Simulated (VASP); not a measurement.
# Ga4AsP3 in VASP: further runs

The runs below take Ga4AsP3 through single point, with PBE.

All numbers are computed with VASP 6.6.1; they aren't measurements. Logs are shortened: lines on timing, memory, paths and dates and some standing lists are left out, and cuts for length are marked.

## (1) The cell of the first run

It takes space group Amm2 (No. 38, orthorhombic). Conventional cell: a = 3.934 Å, b = 7.870 Å, c = 11.128 Å, α = 90.00°, β = 90.00°, γ = 90.00°. Ga (site symmetry mm2) has 2 P at 2.38 Å and 2 As at 2.44 Å within 3.1 Å. Ga (site symmetry m) has 3 P at 2.39 to 2.40 Å and 1 As at 2.46 Å within 3.2 Å. Within 3.2 Å of Ga (site symmetry mm2) lie 4 P at 2.41 Å. P (site symmetry m) has 4 Ga at 2.38 to 2.41 Å within 3.1 Å. Within 3.2 Å of P (site symmetry mm2) lie 4 Ga at 2.39 to 2.41 Å. Within 3.2 Å of As (site symmetry mm2) lie 4 Ga at 2.44 to 2.46 Å.

## (2) Single point, PBE

INCAR

```
  ALGO = Normal
  EDIFF = 1E-6
  ENCUT = 520
  GGA = PE
  ISIF = 2
  ISMEAR = 0
  LASPH = T
  LCHARG = F
  LREAL = F
  LWAVE = F
  NBANDS = 46
  NELM = 60
  PREC = Accurate
  SIGMA = 0.1
```

KPOINTS

```
k-points
0
Gamma
  4 2 2
```

POSCAR

```
Ga4AsP3
1.0
   -3.9342940000      0.0000000000      0.0000000000
    0.0000000000      3.9349580000      5.5642020000
    0.0000000000      3.9349580000     -5.5642020000
Ga P As
4 3 1
Direct
    0.0000000000      0.9950690000      0.0049310000
    0.5000000000      0.5072610000      0.0028740000
    0.5000000000      0.9971260000      0.4927390000
    0.0000000000      0.5002930000      0.4997070000
    0.0000000000      0.6248730000      0.8748590000
    0.0000000000      0.1251410000      0.3751270000
    0.5000000000      0.6250480000      0.3749520000
    0.5000000000      0.1251890000      0.8748110000
```

Potentials or basis: VASP PAW PBE potentials, release 64 (Ga_d, P, As).

Run with:

```console
$ cat potpaw_PBE.64/Ga_d/POTCAR potpaw_PBE.64/P/POTCAR potpaw_PBE.64/As/POTCAR > POTCAR
$ mpirun -np 1 vasp_std > vasp.out
```

OUTCAR:

```text
EDIFF = 1E-6
   ENCUT = 520
   GGA = PE
   ISIF = 2
   ISMEAR = 0
   LASPH = T
   LREAL = F
   NELM = 60
   PREC = Accurate

 ion  position               nearest neighbor table
   1  0.000  0.995  0.005-   5 2.38   6 2.38   8 2.44   8 2.44
   2  0.500  0.507  0.003-   7 2.39   5 2.40   5 2.40   8 2.46
   3  0.500  0.997  0.493-   7 2.39   6 2.40   6 2.40   8 2.46
   4  0.000  0.500  0.500-   7 2.41   7 2.41   5 2.41   6 2.41
   5  0.000  0.625  0.875-   1 2.38   2 2.40   2 2.40   4 2.41
   6  0.000  0.125  0.375-   1 2.38   3 2.40   3 2.40   4 2.41
   7  0.500  0.625  0.375-   2 2.39   3 2.39   4 2.41   4 2.41
   8  0.500  0.125  0.875-   1 2.44   1 2.44   3 2.46   2 2.46

  LATTYP: Found a base centered orthorhombic cell.
 ALAT       =     7.8699160000
 B/A-ratio  =     1.4140435552
 C/A-ratio  =     0.4999156281

  Lattice vectors:

 A1 = (   0.0000000000,   3.9349580000,   5.5642020000)
 A2 = (   0.0000000000,   3.9349580000,  -5.5642020000)
 A3 = (  -3.9342940000,   0.0000000000,   0.0000000000)

Analysis of symmetry for initial positions (statically):
=====================================================================
 Subroutine PRICEL returns:
 Original cell was already a primitive cell.

 Routine SETGRP: Setting up the symmetry group for a
 base centered orthorhombic supercell.

 Subroutine GETGRP returns: Found  4 space group operations
 (whereof  4 operations were pure point group operations)
 out of a pool of  8 trial point group operations.

The static configuration has the point symmetry C_2v.

Analysis of symmetry for dynamics (positions and initial velocities):
=====================================================================
 Subroutine PRICEL returns:
 Original cell was already a primitive cell.

 Routine SETGRP: Setting up the symmetry group for a
 base centered orthorhombic supercell.

 Subroutine GETGRP returns: Found  4 space group operations
 (whereof  4 operations were pure point group operations)
 out of a pool of  8 trial point group operations.

The dynamic configuration has the point symmetry C_2v.

 Subroutine INISYM returns: Found  4 space group operations
 (whereof  4 operations are pure point group operations),
 and found     1 'primitive' translations

----------------------------------------------------------------------------------------

                                     Primitive cell

  volume of cell :     172.2820

  direct lattice vectors                    reciprocal lattice vectors
    -3.934294000  0.000000000  0.000000000    -0.254175209  0.000000000  0.000000000
     0.000000000  3.934958000  5.564202000     0.000000000  0.127066159  0.089860145
     0.000000000  3.934958000 -5.564202000     0.000000000  0.127066159 -0.089860145

  length of vectors
     3.934294000  6.815000980  6.815000980     0.254175209  0.155629864  0.155629864

  position of ions in fractional coordinates (direct lattice)
     0.000000000  0.995069000  0.004931000
     0.500000000  0.507261000  0.002874000
     0.500000000  0.997126000  0.492739000
     0.000000000  0.500293000  0.499707000
     0.000000000  0.624873000  0.874859000
     0.000000000  0.125141000  0.375127000
     0.500000000  0.625048000  0.374952000
     0.500000000  0.125189000  0.874811000

  ion indices of the primitive-cell ions
   primitive index   ion index
                 1           1
                 2           2
                 3           3
                 4           4
                 5           5
                 6           6
                 7           7
                 8           8

----------------------------------------------------------------------------------------

 KPOINTS: k-points

Automatic generation of k-mesh.
 Grid dimensions read from file:
 generate k-points for:    4    2    2

 Generating k-lattice:

  Cartesian coordinates                     Fractional coordinates (reciprocal lattice)
    -0.063543802  0.000000000  0.000000000     0.250000000  0.000000000  0.000000000
     0.000000000  0.063533080  0.044930073     0.000000000  0.500000000 -0.000000000
     0.000000000  0.063533080 -0.044930073     0.000000000 -0.000000000  0.500000000

  Length of vectors
     0.063543802  0.077814932  0.077814932

  Shift w.r.t. Gamma in fractional coordinates (k-lattice)
     0.000000000  0.000000000  0.000000000

 Subroutine IBZKPT returns following result:
 ===========================================

 Found      9 irreducible k-points:

 Following reciprocal coordinates:
            Coordinates               Weight
  0.000000  0.000000  0.000000      1.000000
  0.250000  0.000000  0.000000      2.000000
  0.500000  0.000000  0.000000      1.000000
  0.000000  0.500000  0.000000      2.000000
  0.250000  0.500000  0.000000      4.000000
  0.500000  0.500000  0.000000      2.000000
  0.000000  0.500000  0.500000      1.000000
  0.250000  0.500000  0.500000      2.000000
  0.500000  0.500000  0.500000      1.000000
   k-points           NKPTS =      9   k-points in BZ     NKDIM =      9   number of bands    NBANDS=     46
   number of dos      NEDOS =    301   number of ions     NIONS =      8
   total plane-waves  NPLWV =  87480
   dimension x,y,z NGX =    30 NGY =   54 NGZ =   54
   dimension x,y,z NGXF=    60 NGYF=  108 NGZF=  108
   ions per type =               4   3   1
   NGX,Y,Z   is equivalent  to a cutoff of  12.68, 13.17, 13.17 a.u.
   NGXF,Y,Z  is equivalent  to a cutoff of  25.35, 26.35, 26.35 a.u.
 SYSTEM =  unknown system
   PREC   = accura    normal or accurate (medium, high low for compatibility)
   ISTART =      0    job   : 0-new  1-cont  2-samecut
   ICHARG =      2    charge: 1-file 2-atom 10-const
   ISPIN  =      1    spin polarized calculation?
   LNONCOLLINEAR =      F non collinear calculations
   LSORBIT =      F    spin-orbit coupling
   LASPH  =      T    aspherical Exc in radial PAW
   ENCUT  =  520.0 eV  38.22 Ry    6.18 a.u.   7.32 12.67 12.67*2*pi/ulx,y,z
   NELM   =     60;   NELMIN=  2; NELMDL= -5     # of ELM steps
   EDIFF  = 0.1E-05   stopping-criterion for ELM
   LREAL  =      F    real-space projection
   EDIFFG = 0.1E-04   stopping-criterion for IOM
   NSW    =      0    number of steps for IOM
   IBRION =     -1    ionic relax: 0-MD 1-quasi-New 2-CG
   NFREE  =      0    steps in history (QN), initial steepest desc. (CG)
   ISIF   =      2    stress and relaxation
   ISYM   =      2    0-nonsym 1-usesym 2-fastsym
   POTIM  = 0.5000    time-step for ionic-motion
   TEBEG  =    0.0;   TEEND  =   0.0 temperature during run
   PSTRESS=    0.0 pullay stress
   NELECT =      72.0000    total number of electrons
   NUPDOWN=      -1.0000    fix difference up-down
   EMIN   =  10.00;   EMAX   =-10.00  energy-range for DOS
   EFERMI =   0.00;   METHOD = LEGACY
   ISMEAR =     0;   SIGMA  =   0.10  broadening in eV -4-tet -1-fermi 0-gaus
   EFERMI_NEDOS =   21; number of points for ismear=-14 and -15
   IALGO  =     38    algorithm
   IMIX   =      4    mixing-type and parameters
     AMIX     =   0.40;   BMIX     =  1.00
     AMIX_MAG =   1.60;   BMIX_MAG =  1.00
  volume/ion in A,a.u.               =      21.54       145.33
  Fermi-wavevector in a.u.,A,eV,Ry     =   1.223975  2.312977 20.383075  1.498114
  Thomas-Fermi vector in A             =   2.359066
   LORBIT       =      0    0 simple, 1 ext, 2 COOP (PROOUT), +10 PAW based schemes
   GGA     = PE    functional components
   LHFCALC =     F    Hartree Fock is set to
   AEXX    =    0.0000 exact exchange contribution
   IVDW    =     0    specifies the selected vdW correction
   LEPSILON=     F    determine dielectric tensor
   LRPA    =     F    only Hartree local field effects (RPA)
 non-spin polarized calculation
 Gauss-broadening in eV      SIGMA  =   0.10
  energy-cutoff  :      520.00
  volume of cell :      172.28
 maximum number of plane-waves:      4713
 NGX is ok and might be reduce to    30
   NGX = 15   NGY = 25   NGZ = 25

 number of electron      71.9999976 magnetization

 Free energy of the ion-electron system (eV)
  ---------------------------------------------------
  ext. energy  EPLUGINS =         0.00000000
  ---------------------------------------------------
  free energy    TOTEN  =       -35.31343945 eV

  energy without entropy =      -35.31343945  energy(sigma->0) =      -35.31343945

 E-fermi :   4.6892     XC(G=0):  -9.6082

 val. band max:        4.2176701145   @ k =   0.0000   0.0000   0.0000
 cond. band min:       5.3122714386   @ k =   0.0000   0.0000   0.0000
 fundamental gap:      1.0946013241
 Fermi energy:         4.6891995649

 k-point     1 :       0.0000    0.0000    0.0000
  band No.  band energies     occupation
      1     -10.5777      2.00000
      2     -10.5503      2.00000
      3     -10.5155      2.00000
      4     -10.5058      2.00000
      5     -10.4721      2.00000
      6     -10.4522      2.00000
[... 38 lines left out ...]
     45       8.7402      0.00000
     46       8.8269      0.00000

 k-point     2 :       0.2500    0.0000    0.0000
  band No.  band energies     occupation
      1     -10.5718      2.00000
      2     -10.5519      2.00000
      3     -10.5295      2.00000
      4     -10.4982      2.00000
      5     -10.4609      2.00000
      6     -10.4567      2.00000
[... 38 lines left out ...]
     45       8.7676      0.00000
     46       9.6035      0.00000

 k-point     3 :       0.5000    0.0000    0.0000
  band No.  band energies     occupation
      1     -10.5768      2.00000
      2     -10.5557      2.00000
      3     -10.5304      2.00000
      4     -10.5005      2.00000
      5     -10.4597      2.00000
      6     -10.4590      2.00000
[... 283 lines left out ...]
     45       9.7222      0.00000
     46       9.7846      0.00000

 k-point     9 :       0.5000    0.5000    0.5000
  band No.  band energies     occupation
      1     -10.5879      2.00000
      2     -10.5688      2.00000
      3     -10.5319      2.00000
      4     -10.5076      2.00000
      5     -10.4663      2.00000
      6     -10.4583      2.00000
[... 38 lines left out ...]
     45       8.8811      0.00000
     46       8.9494      0.00000

------------------------ aborting loop because EDIFF is reached ----------------------------------------

  FORCE on cell =-STRESS in cart. coord.  units (eV):
  Direction    XX          YY          ZZ          XY          YZ          ZX
  --------------------------------------------------------------------------------------
  -------------------------------------------------------------------------------------
  Total        0.4888471      0.1999752     -0.6069830      0.0000000      0.0000000      0.0000000
  in kB        4.5461504      1.8597169     -5.6447837      0.0000000      0.0000000      0.0000000
  external PRESSURE =       0.2536946 kB  Pullay stress =       0.0000000 kB

 VOLUME and BASIS-vectors are now :
 -----------------------------------------------------------------------------
  energy-cutoff  :      520.00
  volume of cell :      172.28
      direct lattice vectors                 reciprocal lattice vectors
    -3.934294000  0.000000000  0.000000000    -0.254175209  0.000000000  0.000000000
     0.000000000  3.934958000  5.564202000     0.000000000  0.127066159  0.089860145
     0.000000000  3.934958000 -5.564202000     0.000000000  0.127066159 -0.089860145

 POSITION                                       TOTAL-FORCE (eV/Angst)
 -----------------------------------------------------------------------------------
      0.00000      3.93496      5.50933         0.000000      0.000000     -0.056957
     -1.96715      2.00736      2.80651         0.000000     -0.002345     -0.041714
     -1.96715      5.86256      2.80651         0.000000      0.002345     -0.041714
      0.00000      3.93496      0.00326         0.000000      0.000000     -0.038277
      0.00000      5.90138     -1.39097         0.000000      0.000259      0.040516
      0.00000      1.96853     -1.39097         0.000000     -0.000259      0.040516
     -1.96715      3.93496      1.39158         0.000000      0.000000      0.038755
     -1.96715      3.93496     -4.17105         0.000000      0.000000      0.058875
 -----------------------------------------------------------------------------------
    total drift:                               -0.000000     -0.000001      0.001434

  FREE ENERGIE OF THE ION-ELECTRON SYSTEM (eV)
  ---------------------------------------------------
  free  energy   TOTEN  =       -35.3134394525 eV

  energy  without entropy=      -35.3134394525  energy(sigma->0) =      -35.31343945
```

Run time: 42 s. Hardware: 1 thread of Intel Xeon 6975P-C (Granite Rapids), shared host; peak memory 0.3 GiB.

Results:

```yaml
Free_energy: -35.3134 eV
Pressure: 0.0 GPa
Largest_force: 0.059 eV/Å
Band_gap_on_the_k_mesh: 1.09 eV, direct
```

Forces on the atoms (eV/Å):
```
Ga   0.000  0.000 -0.057
Ga   0.000 -0.002 -0.042
Ga   0.000  0.002 -0.042
Ga   0.000  0.000 -0.038
P    0.000  0.000  0.041
P    0.000  0.000  0.041
P    0.000  0.000  0.039
As   0.000  0.000  0.059
```

Stress tensor (GPa, compression positive):
```
 0.45  0.00  0.00
 0.00  0.19  0.00
 0.00  0.00 -0.56
```

Caveat: the k points lie up to 0.49 Å⁻¹ apart.

## (3) Single point, PBE

INCAR

```
  ALGO = Normal
  EDIFF = 1E-6
  ENCUT = 520
  GGA = PE
  ISIF = 2
  ISMEAR = 0
  LASPH = True
  LCHARG = True
  LELF = True
  LREAL = False
  LVHAR = True
  LWAVE = False
  NBANDS = 46
  NELM = 100
  PREC = Accurate
  SIGMA = 0.1
```

KPOINTS is that of step 2.

POSCAR

```
Ga4AsP3
1.0
   -3.9480243268      0.0001303604      0.0001231003
   -0.0002670799      3.9510534608      5.5187570623
   -0.0000001638      3.9507535663     -5.5188176184
Ga P As
4 3 1
Direct
   -0.0008495851      0.9953632522      0.0047162291
    0.5009583863      0.5074426148      0.0033983899
    0.4998525555      0.9965853619      0.4929144085
   -0.0000151837      0.4994339495      0.5001303969
    0.0008997817      0.6255924110      0.8749912431
   -0.0001671275      0.1246293601      0.3744649031
    0.5000423230      0.6248166722      0.3751446210
    0.4992788498      0.1261363783      0.8742398086
```

Potentials or basis: VASP PAW PBE potentials, release 64 (Ga_d, P, As).

Run with:

```console
$ cat potpaw_PBE.64/Ga_d/POTCAR potpaw_PBE.64/P/POTCAR potpaw_PBE.64/As/POTCAR > POTCAR
$ mpirun -np 1 vasp_std > vasp.out
```

Run time: 48 s. Hardware: 1 thread of Intel Xeon 6975P-C (Granite Rapids), shared host; peak memory 0.29 GiB.

The run converged. Its results:

- Free energy: -35.3176 eV
- Pressure: 0.1 GPa
- Largest force: 0.021 eV/Å
- Band gap on the k mesh: 1.10 eV, direct

Forces in eV/Å, atoms in the order of the input:
```
Ga  -0.007 -0.003 -0.020
Ga   0.003  0.015  0.009
Ga  -0.001 -0.016  0.006
Ga  -0.002  0.004 -0.002
P    0.007 -0.013  0.001
P    0.001  0.017  0.006
P   -0.001 -0.001  0.006
As  -0.001 -0.003 -0.007
```

Stress tensor (GPa, compression positive):
```
0.12 0.00 0.01
0.00 0.04 0.00
0.01 0.00 0.04
```

Levels at points of the mesh, in eV from the valence-band top:
```tsv
k point	band 33	band 34	band 35	band 36	band 37	band 38	band 39	band 40
(0.00, 0.00, 0.00)	-1.07	-0.09	-0.01	0.00	1.10	1.32	1.32	1.54
(0.50, 0.00, 0.00)	-3.24	-3.19	-1.43	-1.15	2.71	2.96	4.61	4.62
(0.00, 0.50, 0.00)	-0.88	-0.83	-0.53	-0.52	1.67	1.87	2.17	2.40
(0.50, 0.50, 0.00)	-2.13	-2.09	-1.96	-1.78	2.21	2.25	2.39	2.53
(0.00, 0.00, 0.50)	-0.88	-0.83	-0.53	-0.52	1.66	1.87	2.16	2.40
(0.50, 0.00, 0.50)	-2.13	-2.09	-1.96	-1.78	2.21	2.25	2.39	2.53
(0.00, 0.50, 0.50)	-1.69	-1.60	-1.41	-1.00	1.90	2.08	2.74	2.94
(0.50, 0.50, 0.50)	-1.36	-1.10	-1.05	-1.04	1.27	1.30	1.49	1.74
```

Caveat: the k points lie up to 0.49 Å⁻¹ apart. A k mesh can miss the band edges.
